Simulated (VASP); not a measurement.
Here is a VASP 6.6.1 calculation.

File INCAR:

```
SYSTEM = KMgBr3
ALGO = Normal ; EDIFF = 1E-7
EDIFFG = -0.01 ; ENCUT = 600
GGA = PS ; IBRION = 2
ISIF = 3 ; ISMEAR = -1
LASPH = .TRUE. ; LCHARG = .FALSE.
LREAL = .FALSE. ; LWAVE = .FALSE.
NELM = 60 ; NSW = 100
PREC = Accurate ; SIGMA = 0.03
```

File KPOINTS:

```
k-points
0
G
  4 4 4
  0 0 0
```

File POSCAR:

```
KMgBr3
1.0
    5.1095817000      0.0000000000      0.0000000000
    0.0000000000      5.1095817000      0.0000000000
    0.0000000000      0.0000000000      5.1095817000
K Mg Br
1 1 3
Direct
    0.0000000000      0.0000000000      0.0000000000
    0.5000000000      0.5000000000      0.5000000000
    0.5000000000      0.5000000000      0.0000000000
    0.5000000000      0.0000000000      0.5000000000
    0.0000000000      0.5000000000      0.5000000000
```

Potentials or basis: VASP PAW PBE potentials, release 64 (K_sv, Mg, Br).

Run with:

```console
$ cat potpaw_PBE.64/K_sv/POTCAR potpaw_PBE.64/Mg/POTCAR potpaw_PBE.64/Br/POTCAR > POTCAR
$ mpirun -np 1 vasp_std > vasp.out
```

(1) Predict the space group after relaxing (to 0.1 Å).

(2) Predict the relaxed cell.

Answers

(1) Pm-3m (No. 221).

(2) a = 5.271 Å, b = 5.271 Å, c = 5.271 Å, α = 90.00°, β = 90.00°, γ = 90.00°.
